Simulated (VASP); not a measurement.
Set up this calculation in VASP 6.6.1, as the native input.

- Task: single point
- Functional: PBE
- Potentials or basis: VASP PAW PBE potentials, release 64 (Cr_pv)
- Cutoff: 520 eV
- k mesh: 20 × 20 × 20
- Occupations: gaussian, width 0.1 eV
- Spin: no spin polarisation
- Dipole correction: no
- Further INCAR settings: ALGO = Normal; EDIFF = 1e-06; NBANDS = 12

The structure of Cr lies in POSCAR:

```
Cr
1.0
   -1.4239150041      1.4239150041      1.4239150041
    1.4239150041     -1.4239150041      1.4239150041
    1.4239150041      1.4239150041     -1.4239150041
Cr
1
Direct
    0.0000000000      0.0000000000      0.0000000000
```

These files were run (other wordings do the same):

INCAR

```
PREC = Accurate
ENCUT = 520
EDIFF = 1E-6
ISMEAR = 0
SIGMA = 0.1
LREAL = False
LASPH = True
NELM = 80
ALGO = Normal
ISIF = 2
LWAVE = False
LCHARG = True
GGA = PE
LELF = True
LVHAR = True
NBANDS = 12
```

KPOINTS

```
Automatic mesh
0
Gamma
  20 20 20
```

Potentials or basis: VASP PAW PBE potentials, release 64 (Cr_pv).

Run with:

```bash
$ cat potpaw_PBE.64/Cr_pv/POTCAR > POTCAR
$ mpirun -np 1 vasp_std > vasp.out
```

It gave:

```yaml
Pressure: -1.1 GPa
Band_gap_on_the_k_mesh: zero (band 6 reaches 13.42 eV, above the bottom of band 7 at 10.06 eV)
```

Caveat: the run has no spin polarisation, though such a crystal can be magnetic.

It took 14 s on 1 thread of Intel Xeon 6975P-C (shared host), peak memory 0.14 GiB.
